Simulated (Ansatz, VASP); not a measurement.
## Cu in VASP and in Ansatz

```
CELL_PARAMETERS angstrom
0.00000 1.78832 1.78832
1.78832 0.00000 1.78832
1.78832 1.78832 0.00000
ATOMIC_POSITIONS crystal
Cu 0.00300 0.00300 0.00300
```

Alike in both runs: functional r2SCAN; k mesh 26 × 26 × 26; occupations gaussian, width 0.1 eV; no spin polarisation.

Ansatz relaxed the structure, and its values are those at the end. VASP's run is a single point on that final structure, the one shown.

|  | VASP | Ansatz |
| --- | --- | --- |
| version | VASP 6.6.1 | Ansatz 0.2.0 |
| potentials or method | VASP PAW PBE potentials, release 64 (Cu) | scalar-relativistic, plane waves, PAW |
| plane-wave cutoff (eV) | 520 | 500 |
| valence electrons in the cell | 11 | 19 |

Ansatz gave:

- pressure (GPa): 0.0

Problem. Estimate VASP's values.

Solution. Pressure (GPa): 0.6.

VASP's potentials were made for PBE, not for r2SCAN. With one functional, cell and mesh, what is left measures potentials, basis and numerics. VASP's potentials hold 11 valence electrons a cell and Ansatz's 19, so a difference there can come from the potentials and not from the codes.
